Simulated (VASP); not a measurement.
# GaN in VASP: a series of runs, part 2 of 2

VASP 6.6.1.

## 4. Single point, PBE

This run uses another cell than the first one, of 11.37 Å³/atom, 1.005 times its volume.

Contents of INCAR:

```
SYSTEM = GaN
ALGO = Normal
EDIFF = 1E-6
ENCUT = 520
GGA = PE
ISIF = 2
ISMEAR = 0
LASPH = .True.
LCHARG = .False.
LREAL = .False.
LWAVE = .False.
NBANDS = 16
NELM = 60
PREC = Accurate
SIGMA = 0.01
```

Contents of KPOINTS:

```
k-points
0
Gamma
  6 6 6
  0 0 0
```

Contents of POSCAR:

```
GaN
1.0
    0.0000000000      2.2489525487      2.2489525487
    2.2489525487      0.0000000000      2.2489525487
    2.2489525487      2.2489525487      0.0000000000
Ga N
1 1
Direct
    0.0000000000      0.0000000000      0.0000000000
    0.2500000000      0.2500000000      0.2500000000
```

Potentials or basis: VASP PAW PBE potentials, release 64 (Ga_d, N).

Launch:

```bash
> cat potpaw_PBE.64/Ga_d/POTCAR potpaw_PBE.64/N/POTCAR > POTCAR
> mpirun -np 1 vasp_std > vasp.out
```

OUTCAR:

```text
SYSTEM = GaN
   EDIFF = 1E-6
   ENCUT = 520
   GGA = PE
   ISIF = 2
   ISMEAR = 0
   LASPH = .True.
   LREAL = .False.
   NELM = 60
   PREC = Accurate

 ion  position               nearest neighbor table
   1  0.000  0.000  0.000-   2 1.95   2 1.95   2 1.95   2 1.95
   2  0.250  0.250  0.250-   1 1.95   1 1.95   1 1.95   1 1.95

  LATTYP: Found a face centered cubic cell.
 ALAT       =     4.4979050974

  Lattice vectors:

 A1 = (   0.0000000000,   2.2489525487,   2.2489525487)
 A2 = (   2.2489525487,   0.0000000000,   2.2489525487)
 A3 = (   2.2489525487,   2.2489525487,   0.0000000000)

Analysis of symmetry for initial positions (statically):
=====================================================================
 Subroutine PRICEL returns:
 Original cell was already a primitive cell.

 Routine SETGRP: Setting up the symmetry group for a
 face centered cubic supercell.

 Subroutine GETGRP returns: Found 24 space group operations
 (whereof 24 operations were pure point group operations)
 out of a pool of 48 trial point group operations.

The static configuration has the point symmetry T_d .

Analysis of symmetry for dynamics (positions and initial velocities):
=====================================================================
 Subroutine PRICEL returns:
 Original cell was already a primitive cell.

 Routine SETGRP: Setting up the symmetry group for a
 face centered cubic supercell.

 Subroutine GETGRP returns: Found 24 space group operations
 (whereof 24 operations were pure point group operations)
 out of a pool of 48 trial point group operations.

The dynamic configuration has the point symmetry T_d .

 Subroutine INISYM returns: Found 24 space group operations
 (whereof 24 operations are pure point group operations),
 and found     1 'primitive' translations

----------------------------------------------------------------------------------------

                                     Primitive cell

  volume of cell :      22.7494

  direct lattice vectors                    reciprocal lattice vectors
     0.000000000  2.248952549  2.248952549    -0.222325722  0.222325722  0.222325722
     2.248952549  0.000000000  2.248952549     0.222325722 -0.222325722  0.222325722
     2.248952549  2.248952549  0.000000000     0.222325722  0.222325722 -0.222325722

  length of vectors
     3.180499196  3.180499196  3.180499196     0.385079447  0.385079447  0.385079447

  position of ions in fractional coordinates (direct lattice)
     0.000000000  0.000000000  0.000000000
     0.250000000  0.250000000  0.250000000

  ion indices of the primitive-cell ions
   primitive index   ion index
                 1           1
                 2           2

----------------------------------------------------------------------------------------

 KPOINTS: k-points

Automatic generation of k-mesh.
 Grid dimensions read from file:
 generate k-points for:    6    6    6

 Generating k-lattice:

  Cartesian coordinates                     Fractional coordinates (reciprocal lattice)
    -0.037054287  0.037054287  0.037054287     0.166666667  0.000000000  0.000000000
     0.037054287 -0.037054287  0.037054287     0.000000000  0.166666667  0.000000000
     0.037054287  0.037054287 -0.037054287     0.000000000  0.000000000  0.166666667

  Length of vectors
     0.064179908  0.064179908  0.064179908

  Shift w.r.t. Gamma in fractional coordinates (k-lattice)
     0.000000000  0.000000000  0.000000000

 Subroutine IBZKPT returns following result:
 ===========================================

 Found     16 irreducible k-points:

 Following reciprocal coordinates:
            Coordinates               Weight
  0.000000  0.000000  0.000000      1.000000
  0.166667  0.000000  0.000000      8.000000
  0.333333  0.000000  0.000000      8.000000
  0.500000  0.000000  0.000000      4.000000
  0.166667  0.166667  0.000000      6.000000
  0.333333  0.166667  0.000000     24.000000
[... 8 lines left out ...]
 -0.333333  0.333333  0.166667     24.000000
 -0.333333  0.500000  0.166667     12.000000
   k-points           NKPTS =     16   k-points in BZ     NKDIM =     16   number of bands    NBANDS=     16
   number of dos      NEDOS =    301   number of ions     NIONS =      2
   total plane-waves  NPLWV =  13824
   dimension x,y,z NGX =    24 NGY =   24 NGZ =   24
   dimension x,y,z NGXF=    48 NGYF=   48 NGZF=   48
   ions per type =               1   1
   NGX,Y,Z   is equivalent  to a cutoff of  12.54, 12.54, 12.54 a.u.
   NGXF,Y,Z  is equivalent  to a cutoff of  25.09, 25.09, 25.09 a.u.
 SYSTEM =  GaN
   PREC   = accura    normal or accurate (medium, high low for compatibility)
   ISTART =      0    job   : 0-new  1-cont  2-samecut
   ICHARG =      2    charge: 1-file 2-atom 10-const
   ISPIN  =      1    spin polarized calculation?
   LNONCOLLINEAR =      F non collinear calculations
   LSORBIT =      F    spin-orbit coupling
   LASPH  =      T    aspherical Exc in radial PAW
   ENCUT  =  520.0 eV  38.22 Ry    6.18 a.u.   5.91  5.91  5.91*2*pi/ulx,y,z
   NELM   =     60;   NELMIN=  2; NELMDL= -5     # of ELM steps
   EDIFF  = 0.1E-05   stopping-criterion for ELM
   LREAL  =      F    real-space projection
   EDIFFG = 0.1E-04   stopping-criterion for IOM
   NSW    =      0    number of steps for IOM
   IBRION =     -1    ionic relax: 0-MD 1-quasi-New 2-CG
   NFREE  =      0    steps in history (QN), initial steepest desc. (CG)
   ISIF   =      2    stress and relaxation
   ISYM   =      2    0-nonsym 1-usesym 2-fastsym
   POTIM  = 0.5000    time-step for ionic-motion
   TEBEG  =    0.0;   TEEND  =   0.0 temperature during run
   PSTRESS=    0.0 pullay stress
   NELECT =      18.0000    total number of electrons
   NUPDOWN=      -1.0000    fix difference up-down
   EMIN   =  10.00;   EMAX   =-10.00  energy-range for DOS
   EFERMI =   0.00;   METHOD = LEGACY
   ISMEAR =     0;   SIGMA  =   0.01  broadening in eV -4-tet -1-fermi 0-gaus
   EFERMI_NEDOS =   21; number of points for ismear=-14 and -15
   IALGO  =     38    algorithm
   IMIX   =      4    mixing-type and parameters
     AMIX     =   0.40;   BMIX     =  1.00
     AMIX_MAG =   1.60;   BMIX_MAG =  1.00
  volume/ion in A,a.u.               =      11.37        76.76
  Fermi-wavevector in a.u.,A,eV,Ry     =   1.514173  2.861371 31.194330  2.292719
  Thomas-Fermi vector in A             =   2.623866
   LORBIT       =      0    0 simple, 1 ext, 2 COOP (PROOUT), +10 PAW based schemes
   GGA     = PE    functional components
   LHFCALC =     F    Hartree Fock is set to
   AEXX    =    0.0000 exact exchange contribution
   IVDW    =     0    specifies the selected vdW correction
   LEPSILON=     F    determine dielectric tensor
   LRPA    =     F    only Hartree local field effects (RPA)
 non-spin polarized calculation
 Gauss-broadening in eV      SIGMA  =   0.01
  energy-cutoff  :      520.00
  volume of cell :       22.75
 maximum number of plane-waves:       624
   NGX = 11   NGY = 11   NGZ = 11

 number of electron      18.0000009 magnetization

 Free energy of the ion-electron system (eV)
  ---------------------------------------------------
  ext. energy  EPLUGINS =         0.00000000
  ---------------------------------------------------
  free energy    TOTEN  =       -12.13378243 eV

  energy without entropy =      -12.13378243  energy(sigma->0) =      -12.13378243

 E-fermi :   5.4067     XC(G=0): -11.6982

 val. band max:        5.3522817577   @ k =   0.0000   0.0000   0.0000
 cond. band min:       7.1138500016   @ k =   0.0000   0.0000   0.0000
 fundamental gap:      1.7615682439
 Fermi energy:         5.4067038043

 k-point     1 :       0.0000    0.0000    0.0000
  band No.  band energies     occupation
      1     -10.6346      2.00000
      2      -8.0992      2.00000
      3      -8.0992      2.00000
      4      -8.0992      2.00000
      5      -7.7735      2.00000
      6      -7.7735      2.00000
[... 8 lines left out ...]
     15      24.2499      0.00000
     16      24.2499      0.00000
[... 267 lines left out ...]
 k-point    16 :      -0.3333    0.5000    0.1667
  band No.  band energies     occupation
      1      -9.5294      2.00000
      2      -7.9672      2.00000
      3      -7.8918      2.00000
      4      -7.7820      2.00000
      5      -7.7332      2.00000
      6      -5.8836      2.00000
[... 8 lines left out ...]
     15      26.0798      0.00000
     16      28.4746      0.00000

------------------------ aborting loop because EDIFF is reached ----------------------------------------

  FORCE on cell =-STRESS in cart. coord.  units (eV):
  Direction    XX          YY          ZZ          XY          YZ          ZX
  --------------------------------------------------------------------------------------
  -------------------------------------------------------------------------------------
  Total        0.8853158      0.8853158      0.8853158     -0.0000000      0.0000000      0.0000000
  in kB       62.3502115     62.3502115     62.3502115     -0.0000000      0.0000000      0.0000000
  external PRESSURE =      62.3502115 kB  Pullay stress =       0.0000000 kB

 VOLUME and BASIS-vectors are now :
 -----------------------------------------------------------------------------
  energy-cutoff  :      520.00
  volume of cell :       22.75
      direct lattice vectors                 reciprocal lattice vectors
     0.000000000  2.248952549  2.248952549    -0.222325722  0.222325722  0.222325722
     2.248952549  0.000000000  2.248952549     0.222325722 -0.222325722  0.222325722
     2.248952549  2.248952549  0.000000000     0.222325722  0.222325722 -0.222325722

 POSITION                                       TOTAL-FORCE (eV/Angst)
 -----------------------------------------------------------------------------------
      0.00000      0.00000      0.00000         0.000000      0.000000      0.000000
      1.12448      1.12448      1.12448        -0.000000     -0.000000     -0.000000
 -----------------------------------------------------------------------------------
    total drift:                                0.000002      0.000002      0.000002

  FREE ENERGIE OF THE ION-ELECTRON SYSTEM (eV)
  ---------------------------------------------------
  free  energy   TOTEN  =       -12.1337824306 eV

  energy  without entropy=      -12.1337824306  energy(sigma->0) =      -12.13378243
```

stdout:

```text
POSCAR found type information on POSCAR GaN
 POSCAR found :  2 types and       2 ions
 scaLAPACK will be used
 LDA part: xc-table for (Slater+PW92), standard interpolation
 POSCAR, INCAR and KPOINTS ok, starting setup
 FFT: planning ... GRIDC
 FFT: planning ... GRID_SOFT
 FFT: planning ... GRID
 WAVECAR not read
 entering main loop
```

Run time: 4.4 s. Hardware: 1 thread of Intel Xeon 6975P-C (Granite Rapids), shared host; peak memory 0.13 GiB.

What came out:

| Quantity | Value |
| --- | --- |
| Free energy | -12.1338 eV |
| Pressure | 6.2 GPa |
| Band gap on the k mesh | 1.76 eV, direct |

Expect the measured gap to be larger: semilocal functionals such as PBE lack the derivative discontinuity.

## 5. The runs side by side

| cell | k mesh | smearing | gap on the mesh (eV) | pressure (GPa) |
| --- | --- | --- | --- | --- |
| a = 3.170 Å, angles 60.2°, 2 atoms | 10 × 10 × 10 | fermi-dirac 0.02 eV | 1.77 | 7.3 |
| a = 3.085 Å, angles 60.0°, 2 atoms | 6 × 6 × 6 | gaussian 0.01 eV | 2.35 | 28.1 |
| a = 3.180 Å, angles 60.0°, 2 atoms | 6 × 6 × 6 | gaussian 0.01 eV | 1.76 | 6.2 |

Alike in all rows: task single point; level PBE; potentials or basis VASP PAW PBE potentials, release 64 (Ga_d, N); no spin polarisation; cutoff (eV) 520.

Absolute energies hang on the potentials; compare differences alone.
